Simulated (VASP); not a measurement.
A run of VASP 6.6.1:

INCAR

```
SYSTEM = Cu
PREC = Accurate
ENCUT = 520
EDIFF = 1E-6
ISMEAR = 1
SIGMA = 0.1
LREAL = .FALSE.
LASPH = .TRUE.
NELM = 100
ALGO = Normal
ISIF = 2
LWAVE = .FALSE.
LCHARG = .FALSE.
GGA = PS
IVDW = 12
NBANDS = 30
```

Contents of KPOINTS:

```
Automatic mesh
0
G
  10 10 3
  0 0 0
```

The input POSCAR:

```
Cu
1.0
    2.5307640000      0.0000000000      0.0000000000
   -1.2653820000      2.1917060000      0.0000000000
    0.0000000000      0.0000000000      8.2618150000
Cu
4
Direct
    0.0000000000      0.0000000000      0.0000000000
    0.3333333333      0.6666666667      0.2500000000
    0.0000000000      0.0000000000      0.5000000000
    0.6666666667      0.3333333333      0.7500000000
```

Potentials or basis: VASP PAW PBE potentials, release 64 (Cu).

Run with:

```bash
$ cat potpaw_PBE.64/Cu/POTCAR > POTCAR
$ mpirun -np 1 vasp_std > vasp.out
```

Hardware: 1 thread of Intel(R) Xeon(R) 6975P-C (Granite Rapids), on a shared host.

Q: Estimate the wall time of this run.

A: Run time: 21 s on 1 thread of Intel(R) Xeon(R) 6975P-C (Granite Rapids), on a shared host, peak memory 0.18 GiB. Counts: scf iterations 14, k points 28.
